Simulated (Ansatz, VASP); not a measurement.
**TiTe2 in VASP and in Ansatz**

```
CELL_PARAMETERS angstrom
3.80107 0.00000 0.00000
-1.90053 3.29182 0.00000
0.00000 0.00000 6.90120
ATOMIC_POSITIONS crystal
Ti 0.00000 0.00000 0.00000
Te 0.66667 0.33333 0.24613
Te 0.33333 0.66667 0.75387
```

Alike in both runs: functional r2SCAN; k mesh 15 × 15 × 8; occupations gaussian, width 0.1 eV; no spin polarisation.

Ansatz relaxed the structure, and its values are those at the end. VASP's run is a single point on that final structure, the one shown.

|  | VASP | Ansatz |
| --- | --- | --- |
| version | VASP 6.6.1 | Ansatz 0.2.0 |
| potentials or method | VASP PAW PBE potentials, release 64 (Ti_sv, Te), cutoff 520 eV | scalar-relativistic, plane waves, PAW |
| valence electrons in the cell | 24 | 44 |

```tsv
	VASP	Ansatz	Ansatz less VASP
gap on the k mesh at the Fermi level (eV)	none	none	-
pressure (GPa)	0.1	0.0	-0.11
rms of the force components (eV/Å)	0.008	0.000	-0.0084
```

VASP's potentials were made for PBE, not for r2SCAN. A gap of «none» marks a metal or a gap that the smearing closes. The functional is the same, so the differences come from potentials, cutoffs and numerics. VASP's potentials hold 24 valence electrons a cell and Ansatz's 44, so a difference there can come from the potentials and not from the codes.

Neither program's run includes spin-orbit coupling.
